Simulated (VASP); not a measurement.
Set up this calculation in VASP 6.6.1, as the native input.

```
Task                   : relaxation of cell and atoms
Functional             : PBE
Potentials or basis    : VASP PAW PBE potentials, release 64 (B, Se)
Cutoff                 : 600 eV
k mesh                 : 12 × 12 × 12
Occupations            : gaussian, width 0.1 eV
Spin                   : no spin polarisation
Dipole correction      : no
Further INCAR settings : ALGO = Normal; EDIFF = 1e-06; IBRION = 2; EDIFFG = -0.01; NSW = 100; ISIF = 3
```

The structure of B3Se2 lies in POSCAR:

```
B3Se2
1.0
    1.5520486931      0.8960757308      7.7567611852
   -1.5520486931      0.8960757308      7.7567611852
    0.0000000000     -1.7921514615      7.7567611852
B Se
3 2
Direct
    0.0000000000      0.0000000000      0.0000000000
    0.1667705096      0.1667705096      0.1667705096
    0.8332294904      0.8332294904      0.8332294904
    0.3912121357      0.3912121357      0.3912121357
    0.6087878643      0.6087878643      0.6087878643
```

These files were run (other wordings do the same):

INCAR

```
PREC = Accurate ; ENCUT = 600
EDIFF = 1E-6 ; ISMEAR = 0
SIGMA = 0.1 ; LREAL = F
LASPH = T ; NELM = 100
ALGO = Normal ; ISIF = 3
LWAVE = F ; LCHARG = F
GGA = PE ; IBRION = 2
NSW = 100 ; EDIFFG = -0.01
```

KPOINTS

```
Automatic mesh
0
Gamma
  12 12 12
```

Potentials or basis: VASP PAW PBE potentials, release 64 (B, Se).

Launch:

```bash
$ cat potpaw_PBE.64/B/POTCAR potpaw_PBE.64/Se/POTCAR > POTCAR
$ mpirun -np 1 vasp_std > vasp.out
```

It gave:

```
Relaxed volume                        : 12.97 Å³/atom
Relaxed cell                          : a = 7.969 Å, b = 7.969 Å, c = 7.969 Å, α = 22.47°, β = 22.47°, γ = 22.47°
Space group after relaxing (to 0.1 Å) : R-3m (No. 166)
Energy gained by relaxing             : 0.0 meV/atom
Ionic steps                           : 3
Pressure after relaxing               : 0.0 GPa
Largest force after relaxing          : 0.009 eV/Å
Band gap on the k mesh                : zero (an odd number of electrons rules out a gap without spin polarisation)
```

Caveat: an odd number of electrons without spin polarisation forces a metal; a magnetic or distorted state may lie lower.

Wall time 19 min on 1 thread of Intel(R) Xeon(R) 6975P-C (Granite Rapids) (shared host), peak memory 0.75 GiB.
